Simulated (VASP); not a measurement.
# BP (F-43m) in VASP: vibrations by perturbation theory with PBEsol

Aim: the vibrations by perturbation theory of BP with PBEsol.

Everything below comes from runs of VASP 6.6.1. Logs are shortened: lines on timing, memory, paths and dates and some standing lists are left out, and cuts for length are marked.

## (1) The cell of the first run

The structure is cubic, space group F-43m (No. 216). The conventional cell has a = 4.442 Å, b = 4.442 Å, c = 4.442 Å, α = 90.00°, β = 90.00°, γ = 90.00°. Within 2.6 Å of B (site symmetry -43m) lie 4 P at 1.92 Å. P (site symmetry -43m) has 4 B at 1.92 Å within 2.6 Å.

## (2) Vibrations by perturbation theory, PBEsol

File INCAR:

```
ALGO     = Normal         # electronic algorithm
EDIFF    = 1E-8           # SCF threshold, eV
ENCUT    = 500            # plane-wave cutoff, eV
GGA      = PS             # functional
GGA_COMPAT= False        
IBRION   = 8              # ionic algorithm
ISIF     = 2              # what is computed and relaxed
ISMEAR   = 0              # smearing method
LASPH    = True           # aspherical terms in the spheres
LCHARG   = False          # write CHGCAR
LEPSILON = True           # dielectric tensor by DFPT
LREAL    = False          # projectors in reciprocal space
LWAVE    = False          # write WAVECAR
NELM     = 120            # most SCF steps
NSW      = 1              # ionic steps
PREC     = Accurate       # precision mode
SIGMA    = 0.01           # smearing width, eV
```

File KPOINTS:

```
k-points
0
Gamma
  6 6 6
```

File POSCAR:

```
BP
1.0
    0.0000000000      2.2208219882      2.2208219882
    2.2208219882      0.0000000000      2.2208219882
    2.2208219882      2.2208219882      0.0000000000
B P
1 1
Direct
    0.0000000000      0.0000000000      0.0000000000
    0.2500000000      0.2500000000      0.2500000000
```

Potentials or basis: VASP PAW PBE potentials, release 64 (B, P).

The run is started by

```console
$ cat potpaw_PBE.64/B/POTCAR potpaw_PBE.64/P/POTCAR > POTCAR
$ mpirun -np 1 vasp_std > vasp.out
```

OUTCAR:

```text
EDIFF = 1E-8
   ENCUT = 500
   GGA = PS
   IBRION = 8
   ISIF = 2
   ISMEAR = 0
   LASPH = True
   LEPSILON = True
   LREAL = False
   NELM = 120
   NSW = 1
   PREC = Accurate

 ion  position               nearest neighbor table
   1  0.000  0.000  0.000-   2 1.92   2 1.92   2 1.92   2 1.92
   2  0.250  0.250  0.250-   1 1.92   1 1.92   1 1.92   1 1.92

  LATTYP: Found a face centered cubic cell.
 ALAT       =     4.4416439764

  Lattice vectors:

 A1 = (   0.0000000000,   2.2208219882,   2.2208219882)
 A2 = (   2.2208219882,   0.0000000000,   2.2208219882)
 A3 = (   2.2208219882,   2.2208219882,   0.0000000000)

Analysis of symmetry for initial positions (statically):
=====================================================================
 Subroutine PRICEL returns:
 Original cell was already a primitive cell.

 Routine SETGRP: Setting up the symmetry group for a
 face centered cubic supercell.

 Subroutine GETGRP returns: Found 24 space group operations
 (whereof 24 operations were pure point group operations)
 out of a pool of 48 trial point group operations.

The static configuration has the point symmetry T_d .

Analysis of symmetry for dynamics (positions and initial velocities):
=====================================================================
 Subroutine PRICEL returns:
 Original cell was already a primitive cell.

 Routine SETGRP: Setting up the symmetry group for a
 face centered cubic supercell.

 Subroutine GETGRP returns: Found 24 space group operations
 (whereof 24 operations were pure point group operations)
 out of a pool of 48 trial point group operations.

The dynamic configuration has the point symmetry T_d .

 Subroutine INISYM returns: Found 24 space group operations
 (whereof 24 operations are pure point group operations),
 and found     1 'primitive' translations

----------------------------------------------------------------------------------------

[... 395 lines left out ...]
     0.00000 -9.74712  0.00201

 MACROSCOPIC STATIC DIELECTRIC TENSOR (including local field effects in DFT)
 ------------------------------------------------------
          10.616695     0.000000     0.000000
           0.000000    10.616695     0.000000
          -0.000000    -0.000000    10.616695
 ------------------------------------------------------

 PIEZOELECTRIC TENSOR (including local field effects)  for field in x, y, z        (e  Angst)
          XX          YY          ZZ          XY          YZ          ZX
  --------------------------------------------------------------------------------
  x     0.00000     0.00000     0.00000     0.00000     0.28746     0.00000
  y     0.00000     0.00000     0.00000     0.00000     0.00000     0.28746
  z    -0.00000     0.00000     0.00000     0.28746     0.00000     0.00000

 PIEZOELECTRIC TENSOR (including local field effects)  for field in x, y, z        (C/m^2)
          XX          YY          ZZ          XY          YZ          ZX
  --------------------------------------------------------------------------------
  x     0.00000     0.00000     0.00000     0.00000     0.21024     0.00000
  y     0.00000     0.00000     0.00000     0.00000     0.00000     0.21024
  z    -0.00000     0.00000     0.00000     0.21024     0.00000     0.00000

 BORN EFFECTIVE CHARGES (including local field effects) (in |e|, cummulative output)
 ---------------------------------------------------------------------------------
 ion    1
    1    -0.69940     0.00000     0.00000
    2    -0.00000    -0.69940     0.00000
    3    -0.00000    -0.00000    -0.69940
 ion    2
    1     0.69940     0.00000     0.00000
    2     0.00000     0.69940    -0.00000
    3     0.00000     0.00000     0.69940

 INTERNAL STRAIN TENSOR FOR ION    2 for displacements in x,y,z  (eV/Angst):
          X           Y           Z          XY          YZ          ZX
  --------------------------------------------------------------------------------
  x     0.00000     0.00000     0.00000     0.00000    -9.74712     0.00000
  y    -0.00000    -0.00000    -0.00000     0.00000     0.00000    -9.74712
  z     0.00000     0.00000     0.00000    -9.74712     0.00000     0.00000

 SECOND DERIVATIVES (NOT SYMMETRIZED)
 ------------------------------------
               1X          1Y          1Z          2X          2Y          2Z
  1X   -21.621313    0.000000    0.000000   21.621313    0.000000    0.000000
  1Y     0.000000  -21.621313    0.000000    0.000000   21.621313    0.000000
  1Z     0.000000    0.000000  -21.621313    0.000000    0.000000   21.621313
  2X    21.627002    0.000000    0.000000  -21.627002    0.000000    0.000000
  2Y     0.000000   21.627002    0.000000    0.000000  -21.627002    0.000000
  2Z     0.000000    0.000000   21.627002    0.000000    0.000000  -21.627002

 Eigenvectors and eigenvalues of the dynamical matrix
 ----------------------------------------------------

   1 f  =   25.679417 THz   161.348538 2PiTHz  856.573163 cm-1   106.201489 meV
             X         Y         Z           dx          dy          dz
      0.000000  0.000000  0.000000     0.860942    0.000000    0.000000
      1.110411  1.110411  1.110411    -0.508704    0.000000    0.000000
[... 21 lines left out ...]
   6 f/i=    0.001479 THz     0.009295 2PiTHz    0.049345 cm-1     0.006118 meV
             X         Y         Z           dx          dy          dz
      0.000000  0.000000  0.000000    -0.142341    0.488384    0.000000
      1.110411  1.110411  1.110411    -0.240900    0.826551    0.000000

--------------------------------------------------------------------------------------------------------

 MACROSCOPIC STATIC DIELECTRIC TENSOR IONIC CONTRIBUTION
 ------------------------------------------------------
           0.186854     0.000000     0.000000
           0.000000     0.186854     0.000000
           0.000000     0.000000     0.186854
 ------------------------------------------------------

 ELASTIC MODULI CONTR FROM IONIC RELAXATION (kBar)
 Direction    XX          YY          ZZ          XY          YZ          ZX
 --------------------------------------------------------------------------------
 XX          -0.0000      0.0000      0.0000      0.0000      0.0000     -0.0000
 YY           0.0000     -0.0000     -0.0000      0.0000     -0.0000      0.0000
 ZZ           0.0000     -0.0000     -0.0000      0.0000     -0.0000     -0.0000
 XY           0.0000      0.0000      0.0000   -336.6454      0.0000      0.0000
 YZ           0.0000     -0.0000     -0.0000      0.0000   -336.6454      0.0000
 ZX          -0.0000      0.0000     -0.0000      0.0000      0.0000   -336.6454
 --------------------------------------------------------------------------------

 PIEZOELECTRIC TENSOR IONIC CONTR  for field in x, y, z        (C/m^2)
          XX          YY          ZZ          XY          YZ          ZX
  --------------------------------------------------------------------------------
  x     0.00000    -0.00000    -0.00000     0.00000    -0.23600     0.00000
  y    -0.00000     0.00000    -0.00000     0.00000    -0.00000    -0.23600
  z     0.00000     0.00000     0.00000    -0.23600    -0.00000    -0.00000
```

Wall time 66 s (1 thread of Intel Xeon Platinum 8375C at 2.90GHz (Ice Lake), shared host); peak memory 0.15 GiB.

What came out:

* Electronic dielectric tensor (diagonal): 10.62
* Born charges (mean of the diagonal): B -0.70; P +0.70 e
* Highest phonon frequency at Γ, LO-TO splitting left out: 857 cm⁻¹

Phonon frequencies in cm⁻¹ (negative: imaginary):
```csv
q point,frequencies
"(0.000, 0.000, 0.000)",0 0 0 857 857 857
```

Electronic dielectric tensor:
```
10.62  0.00  0.00
 0.00 10.62  0.00
 0.00  0.00 10.62
```

Born effective charge tensors (e):
atom 1, B
```
-0.70  0.00  0.00
 0.00 -0.70  0.00
 0.00  0.00 -0.70
```
atom 2, P
```
0.70 0.00 0.00
0.00 0.70 0.00
0.00 0.00 0.70
```

Caveat: the k points lie up to 0.41 Å⁻¹ apart; the cell wasn't relaxed at this level first, which shifts response properties.
